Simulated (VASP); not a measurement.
**Na4H: single point with PBE**

The system is Na4H, a slab with vacuum.

```xyz
10
Lattice="7.2665 0.0000 0.0000 -2.4222 6.8509 0.0000 0.0000 0.0000 20.9665" Properties=species:S:1:pos:R:3 pbc="T T T"
Na    1.2111    1.7127    4.0000
Na    0.0000    5.1382    4.0000
Na    4.8443    1.7127    4.0000
Na    3.6333    5.1382    4.0000
Na    0.0000    0.0000    6.9665
Na   -1.2111    3.4255    6.9665
Na    3.6333    0.0000    6.9665
Na    2.4222    3.4255    6.9665
H    -0.7138    2.2836    8.0565
H     1.5212    2.2836    8.0565
```

```yaml
Program: VASP 6.6.1
Task: single point
Functional: PBE
Potentials_or_basis: VASP PAW PBE potentials, release 64 (Na_pv, H)
Cutoff: 400 eV
k_mesh: 4 × 4 × 1
Occupations: gaussian, width 0.1 eV
Spin: no spin polarisation
Dipole_correction: yes
Further_INCAR_settings: ALGO = Normal; EDIFF = 1e-06; NBANDS = 40; NELMDL = -8
```

```
Largest force          : 2.239 eV/Å
Band gap on the k mesh : zero (bands 29 and 30 overlap by 0.83 eV)
```

Forces in eV/Å, atoms in the order of the input:
```
Na   0.023 -0.006 -0.051
Na  -0.003  0.024  0.026
Na  -0.002 -0.006 -0.063
Na  -0.004  0.003  0.062
Na   0.010  0.585  0.324
Na  -0.507  1.476 -1.264
Na  -0.069  0.227  0.132
Na   0.473  0.647 -0.469
H    0.202 -1.943  1.094
H   -0.122 -1.008  0.209
```

Levels at points of the mesh, in eV from the Fermi level:
| k point | band 25 | band 26 | band 27 | band 28 | band 29 | band 30 | band 31 | band 32 | band 33 | band 34 |
| --- | --- | --- | --- | --- | --- | --- | --- | --- | --- | --- |
| (0.00, 0.00, 0.00) | -3.15 | -2.10 | -0.77 | -0.39 | 0.47 | 0.50 | 0.69 | 0.77 | 1.30 | 1.52 |
| (0.50, 0.00, 0.00) | -2.80 | -2.03 | -1.46 | -0.87 | 0.09 | 0.13 | 0.70 | 0.78 | 1.78 | 1.83 |
| (0.00, 0.50, 0.00) | -2.86 | -1.91 | -1.40 | -0.83 | -0.17 | 0.21 | 0.57 | 0.89 | 1.75 | 1.88 |
| (0.50, 0.50, 0.00) | -2.72 | -1.78 | -1.32 | -0.90 | -0.43 | -0.37 | 0.60 | 0.61 | 1.55 | 1.67 |

It took 16 min on 1 thread of Oxide Virtual Turin-like Processor (shared host), peak memory 0.68 GiB.
